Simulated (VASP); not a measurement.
# NbAs (Fm-3m) in VASP: further runs

NbAs is run at these levels: PBEsol, LDA, PBE; tasks: single point.

Everything below comes from runs of VASP 6.6.1. Logs are shortened: lines on timing, memory, paths and dates and some standing lists are left out, and cuts for length are marked.

**1. The cell of the first run**

Symmetry: Fm-3m, No. 225, cubic system. Conventional cell: a = 5.276 Å, b = 5.276 Å, c = 5.276 Å, α = 90.00°, β = 90.00°, γ = 90.00°. Within 3.5 Å of Nb (site symmetry m-3m) lie 6 As at 2.64 Å. As (site symmetry m-3m) has 6 Nb at 2.64 Å within 3.5 Å.

**2. Single point, PBEsol**

The input, INCAR:

```
ALGO = Normal
EDIFF = 1E-7
ENCUT = 520
GGA = PS
ISIF = 2
ISMEAR = 0
LASPH = T
LCHARG = F
LREAL = F
LWAVE = F
NBANDS = 16
NELM = 60
PREC = Accurate
SIGMA = 0.05
```

The input, KPOINTS:

```
k-points
0
Gamma
  12 12 12
```

The input, POSCAR:

```
NbAs
1.0
    0.0000000000      2.6377696511      2.6377696511
    2.6377696511      0.0000000000      2.6377696511
    2.6377696511      2.6377696511      0.0000000000
Nb As
1 1
Direct
    0.5000000000      0.5000000000      0.5000000000
    0.0000000000      0.0000000000      0.0000000000
```

Potentials or basis: VASP PAW PBE potentials, release 64 (Nb_sv, As).

Launch:

```console
cat potpaw_PBE.64/Nb_sv/POTCAR potpaw_PBE.64/As/POTCAR > POTCAR
mpirun -np 1 vasp_std > vasp.out
```

OUTCAR:

```text
EDIFF = 1E-7
   ENCUT = 520
   GGA = PS
   ISIF = 2
   ISMEAR = 0
   LASPH = T
   LREAL = F
   NELM = 60
   PREC = Accurate

 ion  position               nearest neighbor table
   1  0.500  0.500  0.500-   2 2.64   2 2.64   2 2.64   2 2.64   2 2.64   2 2.64
   2  0.000  0.000  0.000-   1 2.64   1 2.64   1 2.64   1 2.64   1 2.64   1 2.64

  LATTYP: Found a face centered cubic cell.
 ALAT       =     5.2755393022

  Lattice vectors:

 A1 = (   0.0000000000,   2.6377696511,   2.6377696511)
 A2 = (   2.6377696511,   0.0000000000,   2.6377696511)
 A3 = (   2.6377696511,   2.6377696511,   0.0000000000)

Analysis of symmetry for initial positions (statically):
=====================================================================
 Subroutine PRICEL returns:
 Original cell was already a primitive cell.

 Routine SETGRP: Setting up the symmetry group for a
 face centered cubic supercell.

 Subroutine GETGRP returns: Found 48 space group operations
 (whereof 48 operations were pure point group operations)
 out of a pool of 48 trial point group operations.

The static configuration has the point symmetry O_h .

Analysis of symmetry for dynamics (positions and initial velocities):
=====================================================================
 Subroutine PRICEL returns:
 Original cell was already a primitive cell.

 Routine SETGRP: Setting up the symmetry group for a
 face centered cubic supercell.

 Subroutine GETGRP returns: Found 48 space group operations
 (whereof 48 operations were pure point group operations)
 out of a pool of 48 trial point group operations.

The dynamic configuration has the point symmetry O_h .

 Subroutine INISYM returns: Found 48 space group operations
 (whereof 48 operations are pure point group operations),
 and found     1 'primitive' translations

----------------------------------------------------------------------------------------

                                     Primitive cell

  volume of cell :      36.7063

  direct lattice vectors                    reciprocal lattice vectors
     0.000000000  2.637769651  2.637769651    -0.189554080  0.189554080  0.189554080
     2.637769651  0.000000000  2.637769651     0.189554080 -0.189554080  0.189554080
     2.637769651  2.637769651  0.000000000     0.189554080  0.189554080 -0.189554080

  length of vectors
     3.730369615  3.730369615  3.730369615     0.328317298  0.328317298  0.328317298

  position of ions in fractional coordinates (direct lattice)
     0.500000000  0.500000000  0.500000000
[... 73 lines left out ...]
   LNONCOLLINEAR =      F non collinear calculations
   LSORBIT =      F    spin-orbit coupling
   LASPH  =      T    aspherical Exc in radial PAW
   ENCUT  =  520.0 eV  38.22 Ry    6.18 a.u.   6.94  6.94  6.94*2*pi/ulx,y,z
   NELM   =     60;   NELMIN=  2; NELMDL= -5     # of ELM steps
   EDIFF  = 0.1E-06   stopping-criterion for ELM
   LREAL  =      F    real-space projection
   EDIFFG = 0.1E-05   stopping-criterion for IOM
   NSW    =      0    number of steps for IOM
   IBRION =     -1    ionic relax: 0-MD 1-quasi-New 2-CG
   NFREE  =      0    steps in history (QN), initial steepest desc. (CG)
   ISIF   =      2    stress and relaxation
   ISYM   =      2    0-nonsym 1-usesym 2-fastsym
   POTIM  = 0.5000    time-step for ionic-motion
   TEBEG  =    0.0;   TEEND  =   0.0 temperature during run
   PSTRESS=    0.0 pullay stress
   NELECT =      18.0000    total number of electrons
   NUPDOWN=      -1.0000    fix difference up-down
   EMIN   =  10.00;   EMAX   =-10.00  energy-range for DOS
   EFERMI =   0.00;   METHOD = LEGACY
   ISMEAR =     0;   SIGMA  =   0.05  broadening in eV -4-tet -1-fermi 0-gaus
   EFERMI_NEDOS =   21; number of points for ismear=-14 and -15
   IALGO  =     38    algorithm
   IMIX   =      4    mixing-type and parameters
     AMIX     =   0.40;   BMIX     =  1.00
     AMIX_MAG =   1.60;   BMIX_MAG =  1.00
  volume/ion in A,a.u.               =      18.35       123.85
  Fermi-wavevector in a.u.,A,eV,Ry     =   1.290978  2.439594 22.675795  1.666624
  Thomas-Fermi vector in A             =   2.422776
   LORBIT       =      0    0 simple, 1 ext, 2 COOP (PROOUT), +10 PAW based schemes
   GGA     = PS    functional components
   LHFCALC =     F    Hartree Fock is set to
   AEXX    =    0.0000 exact exchange contribution
   IVDW    =     0    specifies the selected vdW correction
   LEPSILON=     F    determine dielectric tensor
   LRPA    =     F    only Hartree local field effects (RPA)
 non-spin polarized calculation
 Gauss-broadening in eV      SIGMA  =   0.05
  energy-cutoff  :      520.00
  volume of cell :       36.71
 maximum number of plane-waves:      1004
   NGX = 13   NGY = 13   NGZ = 13

 number of electron      17.9999998 magnetization

 Free energy of the ion-electron system (eV)
  ---------------------------------------------------
  ext. energy  EPLUGINS =         0.00000000
  ---------------------------------------------------
  free energy    TOTEN  =       -16.59986444 eV

  energy without entropy =      -16.59641155  energy(sigma->0) =      -16.59813799

 E-fermi :   9.4961     XC(G=0): -11.6785

 val. band max:        9.4821554334   @ k =   0.3333   0.0000   0.0000
 cond. band min:       9.4980435120   @ k =  -0.1667   0.1667   0.0000
 fundamental gap:      0.0158880785
 Fermi energy:         9.4960787829

 k-point     1 :       0.0000    0.0000    0.0000
  band No.  band energies     occupation
      1     -46.1547      2.00000
      2     -22.2124      2.00000
      3     -22.2124      2.00000
      4     -22.2124      2.00000
      5      -3.9055      2.00000
      6       8.0445      2.00000
[... 433 lines left out ...]
      3     -22.2570      2.00000
      4     -22.2322      2.00000
      5      -1.7943      2.00000
      6       3.1152      2.00000
[... 8 lines left out ...]
     15      17.8887      0.00000
     16      18.5384      0.00000

 [... further k-points ...]
[... 5 lines left out ...]
  --------------------------------------------------------------------------------------
  -------------------------------------------------------------------------------------
  Total       -1.1813690     -1.1813690     -1.1813690      0.0000000      0.0000000     -0.0000000
  in kB      -51.5650618    -51.5650618    -51.5650618      0.0000000      0.0000000     -0.0000000
  external PRESSURE =     -51.5650618 kB  Pullay stress =       0.0000000 kB

 VOLUME and BASIS-vectors are now :
 -----------------------------------------------------------------------------
  energy-cutoff  :      520.00
  volume of cell :       36.71
      direct lattice vectors                 reciprocal lattice vectors
     0.000000000  2.637769651  2.637769651    -0.189554080  0.189554080  0.189554080
     2.637769651  0.000000000  2.637769651     0.189554080 -0.189554080  0.189554080
     2.637769651  2.637769651  0.000000000     0.189554080  0.189554080 -0.189554080

 POSITION                                       TOTAL-FORCE (eV/Angst)
 -----------------------------------------------------------------------------------
      2.63777      2.63777      2.63777        -0.000000     -0.000000      0.000000
      0.00000      0.00000      0.00000         0.000000      0.000000     -0.000000
 -----------------------------------------------------------------------------------
    total drift:                                0.000000      0.000000      0.000000

  FREE ENERGIE OF THE ION-ELECTRON SYSTEM (eV)
  ---------------------------------------------------
  free  energy   TOTEN  =       -16.5998644377 eV

  energy  without entropy=      -16.5964115475  energy(sigma->0) =      -16.59813799
```

Wall time 17 s (1 thread of Intel Xeon 6975P-C (Granite Rapids), shared host); peak memory 0.18 GiB.

What came out:

```
Free energy            : -16.5999 eV
Pressure               : -5.2 GPa
Band gap on the k mesh : zero (band 9 reaches 10.14 eV, above the bottom of band 10 at 8.28 eV)
```

Caveat: the PAW data sets were made with another functional, which shifts forces and pressure a little.

**3. Single point, LDA**

The input, INCAR:

```
SYSTEM = NbAs
  ALGO = Normal
  EDIFF = 1E-6
  ENCUT = 520
  ISIF = 2
  ISMEAR = 0
  LASPH = .True.
  LCHARG = .True.
  LELF = .True.
  LREAL = .False.
  LVHAR = .True.
  LWAVE = .False.
  NBANDS = 16
  NELM = 80
  PREC = Accurate
  SIGMA = 0.05
```

The input, KPOINTS:

```
k-points
0
Gamma
  12 12 12
  0 0 0
```

POSCAR is that of step 2.

Potentials or basis: VASP PAW LDA potentials, release 64 (Nb_sv, As).

Launch:

```console
cat potpaw_LDA.64/Nb_sv/POTCAR potpaw_LDA.64/As/POTCAR > POTCAR
mpirun -np 1 vasp_std > vasp.out
```

Wall time 17 s (1 thread of Intel Xeon 6975P-C (Granite Rapids), shared host); peak memory 0.17 GiB.

The run converged. Its results:

* Free energy: -17.2053 eV
* Pressure: -7.9 GPa
* Band gap on the k mesh: zero (band 9 reaches 10.17 eV, above the bottom of band 10 at 8.33 eV)

Levels at points of the mesh, in eV from the Fermi level:
```
           k point  band 6  band 7  band 8  band 9  band 10  band 11  band 12  band 13
(0.00, 0.00, 0.00)   -1.44   -1.44   -1.44   -0.84    -0.84    -0.10    -0.10    -0.10
(0.50, 0.00, 0.00)   -6.82   -4.30   -4.30    0.63     0.63     1.49     3.28     6.71
(0.50, 0.50, 0.00)   -4.82   -3.18   -1.95   -1.95     0.09     1.29     1.29     2.45
```

**4. Single point, PBE (volume scaled by 1.020)**

The input, INCAR:

```
SYSTEM = NbAs
PREC = Accurate ; ENCUT = 520
EDIFF = 1E-6 ; ISMEAR = 0
SIGMA = 0.05 ; LREAL = .False.
LASPH = .True. ; NELM = 60
ALGO = Normal ; ISIF = 2
LWAVE = .False. ; LCHARG = .False.
GGA = PE ; NBANDS = 16
```

The input, KPOINTS:

```
regular mesh
0
Gamma
  12 12 12
  0 0 0
```

The input, POSCAR:

```
NbAs
1.0
    0.0000000000      2.6552388334      2.6552388334
    2.6552388334      0.0000000000      2.6552388334
    2.6552388334      2.6552388334      0.0000000000
Nb As
1 1
Direct
    0.5000000000      0.5000000000      0.5000000000
    0.0000000000      0.0000000000      0.0000000000
```

Potentials or basis: VASP PAW PBE potentials, release 64 (Nb_sv, As).

Launch:

```console
cat potpaw_PBE.64/Nb_sv/POTCAR potpaw_PBE.64/As/POTCAR > POTCAR
mpirun -np 1 vasp_std > vasp.out
```

Run time: 18 s. Hardware: 1 thread of Intel Xeon 6975P-C (Granite Rapids), shared host; peak memory 0.18 GiB.

The run converged. Its results:

| Item | Value |
| --- | --- |
| Free energy | -15.3581 eV |
| Pressure | -2.8 GPa |
| Band gap on the k mesh | zero (band 9 reaches 10.01 eV, above the bottom of band 10 at 8.21 eV) |

Levels at points of the mesh, in eV from the Fermi level:
| k point | band 5 | band 6 | band 7 | band 8 | band 9 | band 10 | band 11 | band 12 | band 13 | band 14 |
| --- | --- | --- | --- | --- | --- | --- | --- | --- | --- | --- |
| (0.00, 0.00, 0.00) | -13.28 | -1.40 | -1.40 | -1.40 | -0.84 | -0.84 | -0.13 | -0.13 | -0.13 | 4.59 |
| (0.50, 0.00, 0.00) | -11.15 | -6.73 | -4.23 | -4.23 | 0.62 | 0.62 | 1.45 | 3.22 | 6.52 | 6.52 |
| (0.50, 0.50, 0.00) | -11.78 | -4.81 | -3.09 | -1.97 | -1.97 | 0.07 | 1.26 | 1.26 | 2.37 | 3.97 |

**5. Single point, PBE (volume scaled by 1.040)**

The input, INCAR:

```
SYSTEM = NbAs
  ALGO = Normal
  EDIFF = 1E-7
  ENCUT = 520
  GGA = PE
  ISIF = 2
  ISMEAR = 0
  LASPH = .True.
  LCHARG = .False.
  LREAL = .False.
  LWAVE = .False.
  NBANDS = 16
  NELM = 60
  PREC = Accurate
  SIGMA = 0.05
```

The input, KPOINTS:

```
k-points
0
Gamma
  12 12 12
  0 0 0
```

The input, POSCAR:

```
NbAs
1.0
    0.0000000000      2.6724811271      2.6724811271
    2.6724811271      0.0000000000      2.6724811271
    2.6724811271      2.6724811271      0.0000000000
Nb As
1 1
Direct
    0.5000000000      0.5000000000      0.5000000000
    0.0000000000      0.0000000000      0.0000000000
```

Potentials or basis: VASP PAW PBE potentials, release 64 (Nb_sv, As).

Launch:

```console
cat potpaw_PBE.64/Nb_sv/POTCAR potpaw_PBE.64/As/POTCAR > POTCAR
mpirun -np 1 vasp_std > vasp.out
```

OUTCAR:

```text
SYSTEM = NbAs
   EDIFF = 1E-7
   ENCUT = 520
   GGA = PE
   ISIF = 2
   ISMEAR = 0
   LASPH = .True.
   LREAL = .False.
   NELM = 60
   PREC = Accurate

 ion  position               nearest neighbor table
   1  0.500  0.500  0.500-   2 2.67   2 2.67   2 2.67   2 2.67   2 2.67   2 2.67
   2  0.000  0.000  0.000-   1 2.67   1 2.67   1 2.67   1 2.67   1 2.67   1 2.67

  LATTYP: Found a face centered cubic cell.
 ALAT       =     5.3449622542

  Lattice vectors:

 A1 = (   0.0000000000,   2.6724811271,   2.6724811271)
 A2 = (   2.6724811271,   0.0000000000,   2.6724811271)
 A3 = (   2.6724811271,   2.6724811271,   0.0000000000)

Analysis of symmetry for initial positions (statically):
=====================================================================
 Subroutine PRICEL returns:
 Original cell was already a primitive cell.

 Routine SETGRP: Setting up the symmetry group for a
 face centered cubic supercell.

 Subroutine GETGRP returns: Found 48 space group operations
 (whereof 48 operations were pure point group operations)
 out of a pool of 48 trial point group operations.

The static configuration has the point symmetry O_h .

Analysis of symmetry for dynamics (positions and initial velocities):
=====================================================================
 Subroutine PRICEL returns:
 Original cell was already a primitive cell.

 Routine SETGRP: Setting up the symmetry group for a
 face centered cubic supercell.

 Subroutine GETGRP returns: Found 48 space group operations
 (whereof 48 operations were pure point group operations)
 out of a pool of 48 trial point group operations.

The dynamic configuration has the point symmetry O_h .

 Subroutine INISYM returns: Found 48 space group operations
 (whereof 48 operations are pure point group operations),
 and found     1 'primitive' translations

[... 107 lines left out ...]
   EMIN   =  10.00;   EMAX   =-10.00  energy-range for DOS
   EFERMI =   0.00;   METHOD = LEGACY
   ISMEAR =     0;   SIGMA  =   0.05  broadening in eV -4-tet -1-fermi 0-gaus
   EFERMI_NEDOS =   21; number of points for ismear=-14 and -15
   IALGO  =     38    algorithm
   IMIX   =      4    mixing-type and parameters
     AMIX     =   0.40;   BMIX     =  1.00
     AMIX_MAG =   1.60;   BMIX_MAG =  1.00
  volume/ion in A,a.u.               =      19.09       128.81
  Fermi-wavevector in a.u.,A,eV,Ry     =   1.274210  2.407908 22.090572  1.623611
  Thomas-Fermi vector in A             =   2.406991
   LORBIT       =      0    0 simple, 1 ext, 2 COOP (PROOUT), +10 PAW based schemes
   GGA     = PE    functional components
   LHFCALC =     F    Hartree Fock is set to
   AEXX    =    0.0000 exact exchange contribution
   IVDW    =     0    specifies the selected vdW correction
   LEPSILON=     F    determine dielectric tensor
   LRPA    =     F    only Hartree local field effects (RPA)
 non-spin polarized calculation
 Gauss-broadening in eV      SIGMA  =   0.05
  energy-cutoff  :      520.00
  volume of cell :       38.17
 maximum number of plane-waves:      1056
   NGX = 13   NGY = 13   NGZ = 13

 number of electron      18.0000000 magnetization

 Free energy of the ion-electron system (eV)
  ---------------------------------------------------
  ext. energy  EPLUGINS =         0.00000000
  ---------------------------------------------------
  free energy    TOTEN  =       -15.33968878 eV

  energy without entropy =      -15.33607880  energy(sigma->0) =      -15.33788379

 E-fermi :   9.1410     XC(G=0): -11.3697

 val. band max:        9.1393977308   @ k =   0.4167   0.4167   0.0000
 cond. band min:       9.2051649378   @ k =  -0.3333   0.1667   0.0000
 fundamental gap:      0.0657672070
 Fermi energy:         9.1410014278

 k-point     1 :       0.0000    0.0000    0.0000
  band No.  band energies     occupation
      1     -46.6686      2.00000
      2     -22.6935      2.00000
      3     -22.6935      2.00000
      4     -22.6935      2.00000
      5      -4.0257      2.00000
      6       7.7893      2.00000
[... 433 lines left out ...]
      3     -22.7309      2.00000
      4     -22.7104      2.00000
      5      -2.0627      2.00000
      6       2.9828      2.00000
[... 8 lines left out ...]
     15      17.2778      0.00000
     16      17.9098      0.00000

 [... further k-points ...]
[... 5 lines left out ...]
  --------------------------------------------------------------------------------------
  -------------------------------------------------------------------------------------
  Total       -1.2572556     -1.2572556     -1.2572556      0.0000000     -0.0000000      0.0000000
  in kB      -52.7667365    -52.7667365    -52.7667365      0.0000000     -0.0000000      0.0000000
  external PRESSURE =     -52.7667365 kB  Pullay stress =       0.0000000 kB

 VOLUME and BASIS-vectors are now :
 -----------------------------------------------------------------------------
  energy-cutoff  :      520.00
  volume of cell :       38.17
      direct lattice vectors                 reciprocal lattice vectors
     0.000000000  2.672481127  2.672481127    -0.187092060  0.187092060  0.187092060
     2.672481127  0.000000000  2.672481127     0.187092060 -0.187092060  0.187092060
     2.672481127  2.672481127  0.000000000     0.187092060  0.187092060 -0.187092060

 POSITION                                       TOTAL-FORCE (eV/Angst)
 -----------------------------------------------------------------------------------
      2.67248      2.67248      2.67248        -0.000000     -0.000000     -0.000000
      0.00000      0.00000      0.00000         0.000000      0.000000      0.000000
 -----------------------------------------------------------------------------------
    total drift:                                0.000000      0.000000      0.000000

  FREE ENERGIE OF THE ION-ELECTRON SYSTEM (eV)
  ---------------------------------------------------
  free  energy   TOTEN  =       -15.3396887781 eV

  energy  without entropy=      -15.3360788032  energy(sigma->0) =      -15.33788379
```

It took 20 s on 1 thread of Intel Xeon 6975P-C (Granite Rapids), shared host; peak memory 0.19 GiB.

What came out:

```yaml
Free_energy: -15.3397 eV
Pressure: -5.3 GPa
Band_gap_on_the_k_mesh: zero (band 9 reaches 9.74 eV, above the bottom of band 10 at 8.00 eV)
```

**6. The runs side by side**

| level | potentials or basis | cell | gap on the mesh (eV) | pressure (GPa) |
| --- | --- | --- | --- | --- |
| PBEsol | VASP PAW PBE potentials, release 64 (Nb_sv, As) | a = 3.730 Å, angles 60.0°, 2 atoms | none | -5.2 |
| LDA | VASP PAW LDA potentials, release 64 (Nb_sv, As) | a = 3.730 Å, angles 60.0°, 2 atoms | none | -7.9 |
| PBE | VASP PAW PBE potentials, release 64 (Nb_sv, As) | a = 3.755 Å, angles 60.0°, 2 atoms | none | -2.8 |
| PBE | VASP PAW PBE potentials, release 64 (Nb_sv, As) | a = 3.779 Å, angles 60.0°, 2 atoms | none | -5.3 |

Alike in all rows: task single point; no spin polarisation; k mesh 12 × 12 × 12; cutoff (eV) 520; smearing gaussian 0.05 eV.

Caveats: the PAW data sets were made with another functional, which shifts forces and pressure a little (some runs).

Absolute energies hang on the potentials; compare differences alone.
